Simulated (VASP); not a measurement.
Crystal: CdS.

```
Cd S
1.0
     0.00000    2.91650    2.91650
     2.91650    0.00000    2.91650
     2.91650    2.91650    0.00000
Cd S
1 1
Direct
  0.00000 0.00000 0.00000
  0.75000 0.75000 0.75000
```

Base run:

```yaml
Program: VASP 6.6.1
Functional: PBE0
Potentials_or_basis: VASP PAW PBE potentials, release 64 (Cd, S)
Cutoff: 520 eV
k_mesh: 6 × 6 × 6
Occupations: gaussian, width 0.02 eV
Spin: no spin polarisation
```

Its results: band gap on the k mesh 2.82 eV; pressure 1.9 GPa.

Q: The run is repeated on the same cell with these changes: functional from PBE0 to HSE03. What comes out?

A: Band gap on the k mesh 1.98 eV; pressure 2.2 GPa.

Caveats: the PAW data sets were made with another functional, which shifts forces and pressure a little.
